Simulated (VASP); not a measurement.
# LiF (I4cm) in VASP: settings compared

The runs below take LiF through single point, with PBE, PBEsol.

Program: VASP 6.6.1. These are calculated values, not measurements. Logs are shortened: lines on timing, memory, paths and dates and some standing lists are left out, and cuts for length are marked.

## 1. The cell of the first run

Symmetry: I4cm, No. 108, tetragonal system. Conventional cell: a = 6.066 Å, b = 6.066 Å, c = 4.601 Å, α = 90.00°, β = 90.00°, γ = 90.00°. Within 2.4 Å of Li (site symmetry m) lie 4 F at 1.78 to 1.87 Å. F (site symmetry m) has 4 Li at 1.78 to 1.87 Å within 2.4 Å.

## 2. Single point, PBE (10.58 Å³/atom)

File INCAR:

```
SYSTEM = LiF
PREC = Accurate ; ENCUT = 520
EDIFF = 1E-7 ; ISMEAR = 0
SIGMA = 0.02 ; LREAL = .False.
LASPH = .True. ; NELM = 80
ALGO = Normal ; ISIF = 2
LWAVE = .False. ; LCHARG = .False.
GGA = PE ; NBANDS = 30
```

File KPOINTS:

```
regular mesh
0
Gamma
  6 6 6
  0 0 0
```

File POSCAR:

```
LiF
1.0
   -3.0329079828      3.0329079828      2.3006820350
    3.0329079828     -3.0329079828      2.3006820350
    3.0329079828      3.0329079828     -2.3006820350
Li F
4 4
Direct
    0.4449431820      0.6536017510      0.5000000000
    0.1536017510      0.9449431820      0.5000000000
    0.9449431820      0.4449431820      0.7913414310
    0.6536017510      0.1536017510      0.2086585690
    0.3539550901      0.8539550901      0.8064551133
    0.0474999769      0.5474999769      0.1935448867
    0.8539550901      0.0474999769      0.5000000000
    0.5474999769      0.3539550901      0.5000000000
```

Potentials or basis: VASP PAW PBE potentials, release 64 (Li_sv, F).

Run with:

```sh
$ cat potpaw_PBE.64/Li_sv/POTCAR potpaw_PBE.64/F/POTCAR > POTCAR
$ mpirun -np 1 vasp_std > vasp.out
```

OUTCAR:

```text
SYSTEM = LiF
   PREC = Accurate
   ENCUT = 520
   EDIFF = 1E-7
   ISMEAR = 0
   LREAL = .False.
   LASPH = .True.
   NELM = 80
   ISIF = 2
   GGA = PE

 ion  position               nearest neighbor table
   1  0.445  0.654  0.500-   8 1.78   7 1.85   6 1.87   5 1.87   2 2.50
   2  0.154  0.945  0.500-   7 1.78   8 1.85   6 1.87   5 1.87   1 2.50
   3  0.945  0.445  0.791-   6 1.78   5 1.85   7 1.87   8 1.87   4 2.50
   4  0.654  0.154  0.209-   5 1.78   6 1.85   7 1.87   8 1.87   3 2.50
   5  0.354  0.854  0.806-   4 1.78   3 1.85   1 1.87   2 1.87
   6  0.047  0.547  0.194-   3 1.78   4 1.85   1 1.87   2 1.87
   7  0.854  0.047  0.500-   2 1.78   1 1.85   4 1.87   3 1.87
   8  0.547  0.354  0.500-   1 1.78   2 1.85   4 1.87   3 1.87

  LATTYP: Found a body centered tetragonal cell.
 ALAT       =     6.0658159656
 C/A-ratio  =     0.7585729762

  Lattice vectors:

 A1 = (  -3.0329079828,   3.0329079828,   2.3006820350)
 A2 = (   3.0329079828,  -3.0329079828,   2.3006820350)
 A3 = (   3.0329079828,   3.0329079828,  -2.3006820350)

Analysis of symmetry for initial positions (statically):
=====================================================================
 Subroutine PRICEL returns:
 Original cell was already a primitive cell.

 Routine SETGRP: Setting up the symmetry group for a
 body centered tetragonal supercell.

 Subroutine GETGRP returns: Found  8 space group operations
 (whereof  4 operations were pure point group operations)
 out of a pool of 16 trial point group operations.

The static configuration has the point symmetry     .
 The point group associated with its full space group is C_4v.

Analysis of symmetry for dynamics (positions and initial velocities):
=====================================================================
 Subroutine PRICEL returns:
 Original cell was already a primitive cell.

 Routine SETGRP: Setting up the symmetry group for a
 body centered tetragonal supercell.

 Subroutine GETGRP returns: Found  8 space group operations
 (whereof  4 operations were pure point group operations)
 out of a pool of 16 trial point group operations.

The dynamic configuration has the point symmetry C_4v.
 The point group associated with its full space group is C_4v.

 Subroutine INISYM returns: Found  8 space group operations
 (whereof  4 operations are pure point group operations),
 and found     1 'primitive' translations

[... 108 lines left out ...]
   EDIFFG = 0.1E-05   stopping-criterion for IOM
   NSW    =      0    number of steps for IOM
   IBRION =     -1    ionic relax: 0-MD 1-quasi-New 2-CG
   NFREE  =      0    steps in history (QN), initial steepest desc. (CG)
   ISIF   =      2    stress and relaxation
   ISYM   =      2    0-nonsym 1-usesym 2-fastsym
   POTIM  = 0.5000    time-step for ionic-motion
   TEBEG  =    0.0;   TEEND  =   0.0 temperature during run
   PSTRESS=    0.0 pullay stress
   NELECT =      40.0000    total number of electrons
   NUPDOWN=      -1.0000    fix difference up-down
   EMIN   =  10.00;   EMAX   =-10.00  energy-range for DOS
   EFERMI =   0.00;   METHOD = LEGACY
   ISMEAR =     0;   SIGMA  =   0.02  broadening in eV -4-tet -1-fermi 0-gaus
   EFERMI_NEDOS =   21; number of points for ismear=-14 and -15
   IALGO  =     38    algorithm
   IMIX   =      4    mixing-type and parameters
     AMIX     =   0.40;   BMIX     =  1.00
     AMIX_MAG =   1.60;   BMIX_MAG =  1.00
  volume/ion in A,a.u.               =      10.58        71.41
  Fermi-wavevector in a.u.,A,eV,Ry     =   1.275116  2.409620 22.122007  1.625922
  Thomas-Fermi vector in A             =   2.407847
   LORBIT       =      0    0 simple, 1 ext, 2 COOP (PROOUT), +10 PAW based schemes
   GGA     = PE    functional components
   LHFCALC =     F    Hartree Fock is set to
   AEXX    =    0.0000 exact exchange contribution
   IVDW    =     0    specifies the selected vdW correction
   LEPSILON=     F    determine dielectric tensor
   LRPA    =     F    only Hartree local field effects (RPA)
 non-spin polarized calculation
 Gauss-broadening in eV      SIGMA  =   0.02
  energy-cutoff  :      520.00
  volume of cell :       84.65
 maximum number of plane-waves:      2300
   NGX = 19   NGY = 19   NGZ = 19

 number of electron      39.9999956 magnetization

 Free energy of the ion-electron system (eV)
  ---------------------------------------------------
  ext. energy  EPLUGINS =         0.00000000
  ---------------------------------------------------
  free energy    TOTEN  =       -38.21233984 eV

  energy without entropy =      -38.21233984  energy(sigma->0) =      -38.21233984

 E-fermi :  -2.5423     XC(G=0):  -8.3674

 val. band max:       -2.7087757927   @ k =   0.0000   0.0000   0.0000
 cond. band min:       4.5778054321   @ k =   0.0000   0.0000   0.0000
 fundamental gap:      7.2865812248
 Fermi energy:        -2.5422936492

 k-point     1 :       0.0000    0.0000    0.0000
  band No.  band energies     occupation
      1     -43.2474      2.00000
      2     -43.1941      2.00000
      3     -43.1680      2.00000
      4     -43.1680      2.00000
      5     -22.3319      2.00000
      6     -22.1876      2.00000
[... 781 lines left out ...]
     29      14.4220      0.00000
     30      14.9607      0.00000

 [... further k-points ...]

------------------------ aborting loop because EDIFF is reached ----------------------------------------

  FORCE on cell =-STRESS in cart. coord.  units (eV):
  Direction    XX          YY          ZZ          XY          YZ          ZX
  --------------------------------------------------------------------------------------
  -------------------------------------------------------------------------------------
  Total        2.6176464      2.6176464      2.5053627      0.0000000     -0.0000000      0.0000000
  in kB       49.5434794     49.5434794     47.4183161      0.0000000     -0.0000000      0.0000000
  external PRESSURE =      48.8350917 kB  Pullay stress =       0.0000000 kB

 VOLUME and BASIS-vectors are now :
 -----------------------------------------------------------------------------
  energy-cutoff  :      520.00
  volume of cell :       84.65
      direct lattice vectors                 reciprocal lattice vectors
    -3.032907983  3.032907983  2.300682035     0.000000000  0.164858282  0.217326859
     3.032907983 -3.032907983  2.300682035     0.164858282  0.000000000  0.217326859
     3.032907983  3.032907983 -2.300682035     0.164858282  0.164858282  0.000000000

 POSITION                                       TOTAL-FORCE (eV/Angst)
 -----------------------------------------------------------------------------------
      2.14930      0.88361      1.37706         0.005610     -0.005610     -0.003058
      3.91652     -0.88361      1.37706        -0.005610      0.005610     -0.003058
      0.88361      3.91652      1.37706        -0.005610     -0.005610     -0.003058
     -0.88361      2.14930      1.37706         0.005610      0.005610     -0.003058
      3.96236      0.92945      0.92362        -0.004452     -0.004452      0.003058
      2.10346     -0.92945      0.92362         0.004452      0.004452      0.003058
     -0.92945      3.96236      0.92362         0.004452     -0.004452      0.003058
      0.92945      2.10346      0.92362        -0.004452      0.004452      0.003058
 -----------------------------------------------------------------------------------
    total drift:                               -0.000004     -0.000004      0.000105

  FREE ENERGIE OF THE ION-ELECTRON SYSTEM (eV)
  ---------------------------------------------------
  free  energy   TOTEN  =       -38.2123398360 eV

  energy  without entropy=      -38.2123398360  energy(sigma->0) =      -38.21233984
```

It took 34 s on 1 thread of Intel Xeon 6975P-C (Granite Rapids), shared host; peak memory 0.21 GiB.

Results:

```yaml
Free_energy: -38.2123 eV
Largest_force: 0.009 eV/Å
Band_gap_on_the_k_mesh: 7.29 eV
```

Forces on the atoms (eV/Å):
```
Li   0.006 -0.006 -0.003
Li  -0.006  0.006 -0.003
Li  -0.006 -0.006 -0.003
Li   0.006  0.006 -0.003
F   -0.004 -0.004  0.003
F    0.004  0.004  0.003
F    0.004 -0.004  0.003
F   -0.004  0.004  0.003
```

Caveat: the cutoff is under 1.25 times the usual one of these potentials, so pressure, stress and relaxed cells hold a basis-set (Pulay) error.

## 3. Single point, PBEsol

This run uses another cell than the first one, of 11.63 Å³/atom.

File INCAR:

```
PREC     = Accurate       # precision mode
ENCUT    = 520            # plane-wave cutoff, eV
EDIFF    = 1E-6           # SCF threshold, eV
ISMEAR   = 0              # smearing method
SIGMA    = 0.02           # smearing width, eV
LREAL    = False          # projectors in reciprocal space
LASPH    = True           # aspherical terms in the spheres
NELM     = 80             # most SCF steps
ALGO     = Normal         # electronic algorithm
ISIF     = 2              # what is computed and relaxed
LWAVE    = False          # write WAVECAR
LCHARG   = False          # write CHGCAR
GGA      = PS             # functional
NBANDS   = 30             # bands
```

File KPOINTS:

```
Automatic mesh
0
Gamma
  6 6 6
```

File POSCAR:

```
LiF
1.0
   -3.0911589450      3.0911589450      2.4338342809
    3.0911589450     -3.0911589450      2.4338342809
    3.0911589450      3.0911589450     -2.4338342809
Li F
4 4
Direct
    0.4521344759      0.6596567534      0.5000000000
    0.1596567534      0.9521344759      0.5000000000
    0.9521344759      0.4521344759      0.7924777225
    0.6596567534      0.1596567534      0.2075222775
    0.3470863426      0.8470863426      0.8059639144
    0.0411224281      0.5411224281      0.1940360856
    0.8470863426      0.0411224281      0.5000000000
    0.5411224281      0.3470863426      0.5000000000
```

Potentials or basis: VASP PAW PBE potentials, release 64 (Li_sv, F).

Run with:

```sh
$ cat potpaw_PBE.64/Li_sv/POTCAR potpaw_PBE.64/F/POTCAR > POTCAR
$ mpirun -np 1 vasp_std > vasp.out
```

OUTCAR:

```text
PREC = Accurate
   ENCUT = 520
   EDIFF = 1E-6
   ISMEAR = 0
   LREAL = False
   LASPH = True
   NELM = 80
   ISIF = 2
   GGA = PS

 ion  position               nearest neighbor table
   1  0.452  0.660  0.500-   8 1.84   7 1.89   5 1.93   6 1.93   2 2.56
   2  0.160  0.952  0.500-   7 1.84   8 1.89   5 1.93   6 1.93   1 2.56
   3  0.952  0.452  0.792-   6 1.84   5 1.89   7 1.93   8 1.93   4 2.56
   4  0.660  0.160  0.208-   5 1.84   6 1.89   7 1.93   8 1.93   3 2.56
   5  0.347  0.847  0.806-   4 1.84   3 1.89   1 1.93   2 1.93
   6  0.041  0.541  0.194-   3 1.84   4 1.89   1 1.93   2 1.93
   7  0.847  0.041  0.500-   2 1.84   1 1.89   4 1.93   3 1.93
   8  0.541  0.347  0.500-   1 1.84   2 1.89   4 1.93   3 1.93

  LATTYP: Found a body centered tetragonal cell.
 ALAT       =     6.1823178900
 C/A-ratio  =     0.7873533274

  Lattice vectors:

 A1 = (  -3.0911589450,   3.0911589450,   2.4338342809)
 A2 = (   3.0911589450,  -3.0911589450,   2.4338342809)
[... 195 lines left out ...]
 fundamental gap:      7.0065759083
 Fermi energy:        -3.0486399520

 k-point     1 :       0.0000    0.0000    0.0000
  band No.  band energies     occupation
      1     -43.2579      2.00000
      2     -43.2212      2.00000
      3     -43.1994      2.00000
      4     -43.1994      2.00000
      5     -22.5041      2.00000
      6     -22.3859      2.00000
[... 781 lines left out ...]
     29      13.3888      0.00000
     30      13.6076      0.00000

 [... further k-points ...]

------------------------ aborting loop because EDIFF is reached ----------------------------------------

  FORCE on cell =-STRESS in cart. coord.  units (eV):
  Direction    XX          YY          ZZ          XY          YZ          ZX
  --------------------------------------------------------------------------------------
  -------------------------------------------------------------------------------------
  Total       -0.8572874     -0.8572874     -1.0502624      0.0000000      0.0000000      0.0000000
  in kB      -14.7653361    -14.7653361    -18.0890074      0.0000000      0.0000000      0.0000000
  external PRESSURE =     -15.8732265 kB  Pullay stress =       0.0000000 kB

 VOLUME and BASIS-vectors are now :
 -----------------------------------------------------------------------------
  energy-cutoff  :      520.00
  volume of cell :       93.02
      direct lattice vectors                 reciprocal lattice vectors
    -3.091158945  3.091158945  2.433834281     0.000000000  0.161751631  0.205437159
     3.091158945 -3.091158945  2.433834281     0.161751631  0.000000000  0.205437159
     3.091158945  3.091158945 -2.433834281     0.161751631  0.161751631  0.000000000

 POSITION                                       TOTAL-FORCE (eV/Angst)
 -----------------------------------------------------------------------------------
      2.18706      0.90410      1.48900         0.011804     -0.011804     -0.001558
      3.99525     -0.90410      1.48900        -0.011804      0.011804     -0.001558
      0.90410      3.99525      1.48900        -0.011804     -0.011804     -0.001558
     -0.90410      2.18706      1.48900         0.011804      0.011804     -0.001558
      4.03694      0.94578      0.94484        -0.040458     -0.040458      0.001558
      2.14538     -0.94578      0.94484         0.040458      0.040458      0.001558
     -0.94578      4.03694      0.94484         0.040458     -0.040458      0.001558
      0.94578      2.14538      0.94484        -0.040458      0.040458      0.001558
 -----------------------------------------------------------------------------------
    total drift:                                0.000003      0.000003     -0.000308

  FREE ENERGIE OF THE ION-ELECTRON SYSTEM (eV)
  ---------------------------------------------------
  free  energy   TOTEN  =       -38.9332457204 eV

  energy  without entropy=      -38.9332457204  energy(sigma->0) =      -38.93324572
```

OSZICAR:

```text
N       E                     dE             d eps       ncg     rms          rms(c)
DAV:   1     0.330870097865E+03    0.33087E+03   -0.20419E+04  1800   0.143E+03
DAV:   2    -0.895751587694E+01   -0.33983E+03   -0.32661E+03  2044   0.378E+02
DAV:   3    -0.346282669521E+02   -0.25671E+02   -0.25465E+02  2410   0.959E+01
DAV:   4    -0.419472409502E+02   -0.73190E+01   -0.73004E+01  3416   0.284E+01
DAV:   5    -0.420443142669E+02   -0.97073E-01   -0.97070E-01  2316   0.528E+00    0.986E+00
DAV:   6    -0.389744031952E+02    0.30699E+01   -0.91948E+00  2028   0.175E+01    0.346E+00
DAV:   7    -0.389187304290E+02    0.55673E-01   -0.63738E-01  2608   0.334E+00    0.221E+00
DAV:   8    -0.389195944202E+02   -0.86399E-03   -0.18209E-01  2134   0.329E+00    0.595E-01
DAV:   9    -0.389254594228E+02   -0.58650E-02   -0.40561E-02  2212   0.110E+00    0.205E-01
DAV:  10    -0.389329046899E+02   -0.74453E-02   -0.72794E-03  1976   0.452E-01    0.338E-02
DAV:  11    -0.389331824697E+02   -0.27778E-03   -0.39597E-04  2392   0.110E-01    0.213E-02
DAV:  12    -0.389332435618E+02   -0.61092E-04   -0.87741E-05  2166   0.491E-02    0.379E-03
DAV:  13    -0.389332453920E+02   -0.18302E-05   -0.45932E-06  2466   0.113E-02    0.121E-03
DAV:  14    -0.389332457204E+02   -0.32832E-06   -0.44964E-07  1676   0.471E-03
   1 F= -.38933246E+02 E0= -.38933246E+02  d E =-.570853E-55
```

stdout:

```text
POSCAR found type information on POSCAR LiF
 POSCAR found :  2 types and       8 ions
 scaLAPACK will be used
 -----------------------------------------------------------------------------
|                                                                             |
|                                                                             |
|     You enforced a specific xc type in the INCAR file but a different       |
|     I HOPE YOU KNOW WHAT YOU ARE DOING!                                     |
|                                                                             |
 -----------------------------------------------------------------------------

 LDA part: xc-table for (Slater+PW92), standard interpolation
 POSCAR, INCAR and KPOINTS ok, starting setup
 FFT: planning ... GRIDC
 FFT: planning ... GRID_SOFT
 FFT: planning ... GRID
 WAVECAR not read
 entering main loop
```

It took 43 s on 1 thread of Intel Xeon 6975P-C (Granite Rapids), shared host; peak memory 0.25 GiB.

Results:

* Free energy: -38.9332 eV
* Largest force: 0.057 eV/Å
* Band gap on the k mesh: 7.01 eV

Forces in eV/Å, atoms in the order of the input:
```
Li   0.012 -0.012 -0.002
Li  -0.012  0.012 -0.002
Li  -0.012 -0.012 -0.002
Li   0.012  0.012 -0.002
F   -0.040 -0.040  0.002
F    0.040  0.040  0.002
F    0.040 -0.040  0.002
F   -0.040  0.040  0.002
```

Caveat: the cutoff is under 1.25 times the usual one of these potentials, so pressure, stress and relaxed cells hold a basis-set (Pulay) error; the PAW data sets were made with another functional, which shifts forces and pressure a little. A k mesh can miss the band edges.

## 4. Single point, PBE (11.98 Å³/atom)

This run uses another cell than the first one, of 11.98 Å³/atom.

File INCAR:

```
SYSTEM = LiF
  PREC = Accurate
  ENCUT = 520
  EDIFF = 1E-6
  ISMEAR = 0
  SIGMA = 0.02
  LREAL = .FALSE.
  LASPH = .TRUE.
  NELM = 100
  ALGO = Normal
  ISIF = 2
  LWAVE = .FALSE.
  LCHARG = .FALSE.
  GGA = PE
  NBANDS = 30
```

File KPOINTS:

```
Automatic mesh
0
G
  6 6 6
  0 0 0
```

File POSCAR:

```
LiF
1.0
   -3.1208735133      3.1208735133      2.4593399651
    3.1208735133     -3.1208735133      2.4593399651
    3.1208735133      3.1208735133     -2.4593399651
Li F
4 4
Direct
    0.4524891423      0.6595753365      0.5000000000
    0.1595753365      0.9524891423      0.5000000000
    0.9524891423      0.4524891423      0.7929138059
    0.6595753365      0.1595753365      0.2070861941
    0.3467038598      0.8467038598      0.8054721984
    0.0412316614      0.5412316614      0.1945278016
    0.8467038598      0.0412316614      0.5000000000
    0.5412316614      0.3467038598      0.5000000000
```

Run with:

```sh
$ cat potpaw_PBE.64/Li_sv/POTCAR potpaw_PBE.64/F/POTCAR > POTCAR
$ mpirun -np 1 vasp_std > vasp.out
```

It took 44 s on 1 thread of Intel Xeon 6975P-C (Granite Rapids), shared host; peak memory 0.25 GiB.

Results (log left out):

| Quantity | Value |
| --- | --- |
| Free energy | -38.3387 eV |
| Largest force | 0.011 eV/Å |
| Band gap on the k mesh | 6.96 eV |

Forces in eV/Å, atoms in the order of the input:
```
Li   0.006 -0.006  0.007
Li  -0.006  0.006  0.007
Li  -0.006 -0.006  0.007
Li   0.006  0.006  0.007
F   -0.005 -0.005 -0.007
F    0.005  0.005 -0.007
F    0.005 -0.005 -0.007
F   -0.005  0.005 -0.007
```

Levels at points of the mesh, in eV from the valence-band top:
```csv
k point,band 17,band 18,band 19,band 20,band 21,band 22,band 23,band 24
"(0.00, 0.00, 0.00)",-0.48,-0.12,-0.12,0.00,6.96,12.29,12.86,12.98
"(0.50, 0.00, 0.00)",-0.34,-0.34,-0.28,-0.28,9.22,9.22,11.45,11.45
"(0.50, 0.50, 0.00)",-0.33,-0.30,-0.24,-0.14,8.33,9.91,12.19,12.77
"(0.50, 0.50, 0.50)",-0.49,-0.31,-0.31,-0.16,9.50,11.15,11.15,11.59
```

Caveat: the cutoff is under 1.25 times the usual one of these potentials, so pressure, stress and relaxed cells hold a basis-set (Pulay) error. A k mesh can miss the band edges.

[end of part 1 of 2]
